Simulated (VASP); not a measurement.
# FeIr2 (Fd-3m) in VASP: a series of runs

FeIr2 is run at these levels: PBE; tasks: single point, relaxation of cell and atoms.

All numbers are computed with VASP 6.6.1; they aren't measurements. Logs are shortened: lines on timing, memory, paths and dates and some standing lists are left out, and cuts for length are marked.

**1. The cell of the first run**

The structure is cubic, space group Fd-3m (No. 227). The conventional cell has a = 7.238 Å, b = 7.238 Å, c = 7.238 Å, α = 90.00°, β = 90.00°, γ = 90.00°. Fe (site symmetry -43m) has 12 Ir at 3.00 Å and 4 Fe at 3.13 Å within 4.0 Å. Within 3.4 Å of Ir (site symmetry -3m) lie 6 Ir at 2.56 Å and 6 Fe at 3.00 Å.

**2. Single point, PBE, collinear spin, ferromagnetic start**

INCAR reads:

```
SYSTEM = FeIr2
  ALGO = Normal
  EDIFF = 1E-7
  ENCUT = 520
  GGA = PE
  ISIF = 2
  ISMEAR = 0
  ISPIN = 2
  LASPH = .True.
  LCHARG = .False.
  LMAXMIX = 4
  LORBIT = 11
  LREAL = .False.
  LWAVE = .False.
  MAGMOM = 3.33 3.33 0.43 0.43 0.43 0.43
  NBANDS = 39
  NELM = 150
  PREC = Accurate
  SIGMA = 0.1
```

KPOINTS reads:

```
k-points
0
Gamma
  4 4 4
  0 0 0
```

POSCAR reads:

```
FeIr2
1.0
    0.0000000000      3.6192114744      3.6192114744
    3.6192114744      0.0000000000      3.6192114744
    3.6192114744      3.6192114744      0.0000000000
Fe Ir
2 4
Direct
    0.0000000000      0.0000000000      0.0000000000
    0.2500000000      0.2500000000      0.2500000000
    0.6250000000      0.6250000000      0.6250000000
    0.1250000000      0.6250000000      0.6250000000
    0.6250000000      0.6250000000      0.1250000000
    0.6250000000      0.1250000000      0.6250000000
```

Potentials or basis: VASP PAW PBE potentials, release 64 (Fe, Ir).

On the command line:

```
cat potpaw_PBE.64/Fe/POTCAR potpaw_PBE.64/Ir/POTCAR > POTCAR
mpirun -np 1 vasp_std > vasp.out
```

OUTCAR:

```text
SYSTEM = FeIr2
   EDIFF = 1E-7
   ENCUT = 520
   GGA = PE
   ISIF = 2
   ISMEAR = 0
   ISPIN = 2
   LASPH = .True.
   LORBIT = 11
   LREAL = .False.
   NELM = 150
   PREC = Accurate

 ion  position               nearest neighbor table
   1  0.000  0.000  0.000-   3 3.00   5 3.00   6 3.00   3 3.00   4 3.00   5 3.00   3 3.00   4 3.00
                             6 3.00   4 3.00   5 3.00   6 3.00
   2  0.250  0.250  0.250-   4 3.00   5 3.00   6 3.00   3 3.00   4 3.00   6 3.00   3 3.00   4 3.00
                             5 3.00   3 3.00   5 3.00   6 3.00
   3  0.625  0.625  0.625-   4 2.56   5 2.56   6 2.56   5 2.56   6 2.56   4 2.56   1 3.00   2 3.00
                             1 3.00   2 3.00   1 3.00   2 3.00
   4  0.125  0.625  0.625-   3 2.56   5 2.56   6 2.56   3 2.56   5 2.56   6 2.56   2 3.00   1 3.00
                             1 3.00   2 3.00   2 3.00   1 3.00
   5  0.625  0.625  0.125-   3 2.56   3 2.56   4 2.56   6 2.56   6 2.56   4 2.56   1 3.00   2 3.00
                             1 3.00   2 3.00   1 3.00   2 3.00
   6  0.625  0.125  0.625-   3 2.56   5 2.56   3 2.56   4 2.56   5 2.56   4 2.56   2 3.00   1 3.00
                             2 3.00   2 3.00   1 3.00   1 3.00

  LATTYP: Found a face centered cubic cell.
 ALAT       =     7.2384229488

  Lattice vectors:

 A1 = (   0.0000000000,   3.6192114744,   3.6192114744)
 A2 = (   3.6192114744,   0.0000000000,   3.6192114744)
 A3 = (   3.6192114744,   3.6192114744,   0.0000000000)

Analysis of symmetry for initial positions (statically):
=====================================================================
 Subroutine PRICEL returns:
 Original cell was already a primitive cell.

 Routine SETGRP: Setting up the symmetry group for a
 face centered cubic supercell.

 Subroutine GETGRP returns: Found 48 space group operations
 (whereof 24 operations were pure point group operations)
 out of a pool of 48 trial point group operations.

The static configuration has the point symmetry T_d .
 The point group associated with its full space group is O_h .

Analysis of symmetry for dynamics (positions and initial velocities):
=====================================================================
 Subroutine PRICEL returns:
 Original cell was already a primitive cell.

 Routine SETGRP: Setting up the symmetry group for a
 face centered cubic supercell.

 Subroutine GETGRP returns: Found 48 space group operations
 (whereof 24 operations were pure point group operations)
 out of a pool of 48 trial point group operations.

The dynamic configuration has the point symmetry T_d .
 The point group associated with its full space group is O_h .

Analysis of structural, dynamic, and magnetic symmetry:
=====================================================================
 Subroutine PRICEL returns:
 Original cell was already a primitive cell.

 Routine SETGRP: Setting up the symmetry group for a
 face centered cubic supercell.

 Subroutine GETGRP returns: Found 48 space group operations
 (whereof 24 operations were pure point group operations)
 out of a pool of 48 trial point group operations.

The overall configuration has the point symmetry T_d .
 The point group associated with its full space group is O_h .

 Subroutine INISYM returns: Found 48 space group operations
 (whereof 24 operations are pure point group operations),
 and found     1 'primitive' translations

----------------------------------------------------------------------------------------

                                     Primitive cell

  volume of cell :      94.8139

  direct lattice vectors                    reciprocal lattice vectors
     0.000000000  3.619211474  3.619211474    -0.138151640  0.138151640  0.138151640
     3.619211474  0.000000000  3.619211474     0.138151640 -0.138151640  0.138151640
     3.619211474  3.619211474  0.000000000     0.138151640  0.138151640 -0.138151640

  length of vectors
     5.118337952  5.118337952  5.118337952     0.239285659  0.239285659  0.239285659

  position of ions in fractional coordinates (direct lattice)
     0.000000000  0.000000000  0.000000000
     0.250000000  0.250000000  0.250000000
     0.625000000  0.625000000  0.625000000
     0.125000000  0.625000000  0.625000000
     0.625000000  0.625000000  0.125000000
     0.625000000  0.125000000  0.625000000

  ion indices of the primitive-cell ions
   primitive index   ion index
                 1           1
                 2           2
                 3           3
                 4           4
                 5           5
                 6           6

----------------------------------------------------------------------------------------

 KPOINTS: k-points

Automatic generation of k-mesh.
 Grid dimensions read from file:
 generate k-points for:    4    4    4

 Generating k-lattice:

  Cartesian coordinates                     Fractional coordinates (reciprocal lattice)
    -0.034537910  0.034537910  0.034537910     0.250000000  0.000000000  0.000000000
     0.034537910 -0.034537910  0.034537910     0.000000000  0.250000000  0.000000000
     0.034537910  0.034537910 -0.034537910     0.000000000  0.000000000  0.250000000

  Length of vectors
     0.059821415  0.059821415  0.059821415

  Shift w.r.t. Gamma in fractional coordinates (k-lattice)
     0.000000000  0.000000000  0.000000000

 Subroutine IBZKPT returns following result:
 ===========================================

 Found      8 irreducible k-points:

 Following reciprocal coordinates:
            Coordinates               Weight
  0.000000  0.000000  0.000000      1.000000
  0.250000  0.000000  0.000000      8.000000
  0.500000  0.000000  0.000000      4.000000
  0.250000  0.250000  0.000000      6.000000
  0.500000  0.250000  0.000000     24.000000
 -0.250000  0.250000  0.000000     12.000000
  0.500000  0.500000  0.000000      3.000000
 -0.250000  0.500000  0.250000      6.000000
   k-points           NKPTS =      8   k-points in BZ     NKDIM =      8   number of bands    NBANDS=     39
   number of dos      NEDOS =    301   number of ions     NIONS =      6
   total plane-waves  NPLWV =  64000
   dimension x,y,z NGX =    40 NGY =   40 NGZ =   40
   dimension x,y,z NGXF=    80 NGYF=   80 NGZF=   80
   ions per type =               2   4
   NGX,Y,Z   is equivalent  to a cutoff of  12.99, 12.99, 12.99 a.u.
   NGXF,Y,Z  is equivalent  to a cutoff of  25.98, 25.98, 25.98 a.u.
 SYSTEM =  FeIr2
   PREC   = accura    normal or accurate (medium, high low for compatibility)
   ISTART =      0    job   : 0-new  1-cont  2-samecut
   ICHARG =      2    charge: 1-file 2-atom 10-const
   ISPIN  =      2    spin polarized calculation?
   LNONCOLLINEAR =      F non collinear calculations
   LSORBIT =      F    spin-orbit coupling
   LASPH  =      T    aspherical Exc in radial PAW
   ENCUT  =  520.0 eV  38.22 Ry    6.18 a.u.   9.52  9.52  9.52*2*pi/ulx,y,z
   NELM   =    150;   NELMIN=  2; NELMDL= -5     # of ELM steps
   EDIFF  = 0.1E-06   stopping-criterion for ELM
   LREAL  =      F    real-space projection
   EDIFFG = 0.1E-05   stopping-criterion for IOM
   NSW    =      0    number of steps for IOM
   IBRION =     -1    ionic relax: 0-MD 1-quasi-New 2-CG
   NFREE  =      0    steps in history (QN), initial steepest desc. (CG)
   ISIF   =      2    stress and relaxation
   ISYM   =      2    0-nonsym 1-usesym 2-fastsym
   POTIM  = 0.5000    time-step for ionic-motion
   TEBEG  =    0.0;   TEEND  =   0.0 temperature during run
   PSTRESS=    0.0 pullay stress
   NELECT =      52.0000    total number of electrons
   NUPDOWN=      -1.0000    fix difference up-down
   EMIN   =  10.00;   EMAX   =-10.00  energy-range for DOS
   EFERMI =   0.00;   METHOD = LEGACY
   ISMEAR =     0;   SIGMA  =   0.10  broadening in eV -4-tet -1-fermi 0-gaus
   EFERMI_NEDOS =   21; number of points for ismear=-14 and -15
   IALGO  =     38    algorithm
   IMIX   =      4    mixing-type and parameters
     AMIX     =   0.40;   BMIX     =  1.00
     AMIX_MAG =   1.60;   BMIX_MAG =  1.00
  volume/ion in A,a.u.               =      15.80       106.64
  Fermi-wavevector in a.u.,A,eV,Ry     =   1.340043  2.532314 24.432180  1.795715
  Thomas-Fermi vector in A             =   2.468387
   LORBIT       =     11    0 simple, 1 ext, 2 COOP (PROOUT), +10 PAW based schemes
   GGA     = PE    functional components
   LHFCALC =     F    Hartree Fock is set to
   AEXX    =    0.0000 exact exchange contribution
   IVDW    =     0    specifies the selected vdW correction
   LEPSILON=     F    determine dielectric tensor
   LRPA    =     F    only Hartree local field effects (RPA)
 spin polarized calculation
 Gauss-broadening in eV      SIGMA  =   0.10
  energy-cutoff  :      520.00
  volume of cell :       94.81
 maximum number of plane-waves:      2637
 NGX is ok and might be reduce to    40
   NGX = 19   NGY = 19   NGZ = 19

 number of electron      52.0000012 magnetization       8.3931637

 Free energy of the ion-electron system (eV)
  ---------------------------------------------------
  ext. energy  EPLUGINS =         0.00000000
  ---------------------------------------------------
  free energy    TOTEN  =       -48.97793274 eV

  energy without entropy =      -48.94447100  energy(sigma->0) =      -48.96120187

 E-fermi :   7.0222     XC(G=0): -12.5780

 val. band max:        6.9890663282   @ k =   0.5000   0.0000   0.0000
 cond. band min:       7.0429701243   @ k =  -0.2500   0.2500   0.0000
 fundamental gap:      0.0539037961
 Fermi energy:         7.0221677929

 spin component 1

 k-point     1 :       0.0000    0.0000    0.0000
  band No.  band energies     occupation
      1      -3.0375      1.00000
      2      -0.6806      1.00000
      3       0.3818      1.00000
      4       0.3818      1.00000
      5       0.3818      1.00000
      6       1.9194      1.00000
[... 30 lines left out ...]
     37      12.5468      0.00000
     38      12.8783      0.00000

 k-point     2 :       0.2500    0.0000    0.0000
  band No.  band energies     occupation
      1      -2.3967      1.00000
      2      -0.1692      1.00000
      3       0.5876      1.00000
      4       0.7670      1.00000
      5       0.7670      1.00000
      6       1.6493      1.00000
[... 238 lines left out ...]
 k-point     8 :      -0.2500    0.5000    0.2500
  band No.  band energies     occupation
      1       0.1055      1.00000
      2       0.1055      1.00000
      3       1.4255      1.00000
      4       1.4255      1.00000
      5       2.0252      1.00000
      6       2.0252      1.00000
[... 30 lines left out ...]
     37      13.1274      0.00000
     38      13.1274      0.00000
 Fermi energy:         7.0221677929

 spin component 2

 k-point     1 :       0.0000    0.0000    0.0000
  band No.  band energies     occupation
      1      -2.9328      1.00000
      2      -0.4107      1.00000
      3       0.5935      1.00000
      4       0.5935      1.00000
      5       0.5935      1.00000
      6       2.1433      1.00000
[... 30 lines left out ...]
     37      13.3045      0.00000
     38      13.6607      0.00000

 k-point     2 :       0.2500    0.0000    0.0000
  band No.  band energies     occupation
      1      -2.2913      1.00000
      2       0.1003      1.00000
      3       0.8028      1.00000
      4       0.9906      1.00000
      5       0.9906      1.00000
      6       2.0118      1.00000
[... 238 lines left out ...]
 k-point     8 :      -0.2500    0.5000    0.2500
  band No.  band energies     occupation
      1       0.2396      1.00000
      2       0.2396      1.00000
      3       1.7312      1.00000
      4       1.7312      1.00000
      5       2.4632      1.00000
      6       2.4632      1.00000
[... 30 lines left out ...]
     37      13.7594      0.00000
     38      13.7594      0.00000
 [bands above 38 left out]

------------------------ aborting loop because EDIFF is reached ----------------------------------------

  FORCE on cell =-STRESS in cart. coord.  units (eV):
  Direction    XX          YY          ZZ          XY          YZ          ZX
  --------------------------------------------------------------------------------------
  -------------------------------------------------------------------------------------
  Total        0.1653046      0.1653046      0.1653046     -0.0000000     -0.0000000     -0.0000000
  in kB        2.7933389      2.7933389      2.7933389     -0.0000000     -0.0000000     -0.0000000
  external PRESSURE =       2.7933389 kB  Pullay stress =       0.0000000 kB

 VOLUME and BASIS-vectors are now :
 -----------------------------------------------------------------------------
  energy-cutoff  :      520.00
  volume of cell :       94.81
      direct lattice vectors                 reciprocal lattice vectors
     0.000000000  3.619211474  3.619211474    -0.138151640  0.138151640  0.138151640
     3.619211474  0.000000000  3.619211474     0.138151640 -0.138151640  0.138151640
     3.619211474  3.619211474  0.000000000     0.138151640  0.138151640 -0.138151640

 POSITION                                       TOTAL-FORCE (eV/Angst)
 -----------------------------------------------------------------------------------
      0.00000      0.00000      0.00000         0.000000     -0.000000      0.000000
      1.80961      1.80961      1.80961         0.000000      0.000000     -0.000000
      4.52401      4.52401      4.52401        -0.000000     -0.000000      0.000000
      4.52401      2.71441      2.71441        -0.000000      0.000000      0.000000
      2.71441      2.71441      4.52401        -0.000000      0.000000      0.000000
      2.71441      4.52401      2.71441        -0.000000      0.000000      0.000000
 -----------------------------------------------------------------------------------
    total drift:                                0.000000      0.000000      0.000000

  FREE ENERGIE OF THE ION-ELECTRON SYSTEM (eV)
  ---------------------------------------------------
  free  energy   TOTEN  =       -48.9779327446 eV

  energy  without entropy=      -48.9444710040  energy(sigma->0) =      -48.96120187

 total charge

# of ion       s       p       d       tot
------------------------------------------
    1        0.292   0.292   6.010   6.593
    2        0.292   0.292   6.010   6.593
    3        0.731   0.679   7.029   8.438
    4        0.731   0.679   7.029   8.438
    5        0.731   0.679   7.029   8.438
    6        0.731   0.679   7.029   8.438
--------------------------------------------------
tot          3.506   3.298  40.135  46.939

 magnetization (x)

# of ion       s       p       d       tot
------------------------------------------
    1        0.008   0.006   3.266   3.280
    2        0.008   0.006   3.266   3.280
    3        0.006  -0.028   0.473   0.451
    4        0.006  -0.028   0.473   0.451
    5        0.006  -0.028   0.473   0.451
    6        0.006  -0.028   0.473   0.451
--------------------------------------------------
tot          0.039  -0.100   8.425   8.364
```

Run time: 2.3 min. Hardware: 1 thread of Intel Xeon 6975P-C (Granite Rapids), shared host; peak memory 0.29 GiB.

Results:

```
Free energy                                           : -48.9779 eV
Pressure                                              : 0.3 GPa
Net moment                                            : 8.39 μB per cell
Site moments                                          : Fe +3.28; Ir +0.45 μB
Valence electrons inside the program's atomic spheres : Fe 6.59; Ir 8.44
```

Caveat: the k points lie up to 0.38 Å⁻¹ apart; spin-orbit coupling is left out, which moves the levels of the heavy elements.

[end of part 1 of 2]
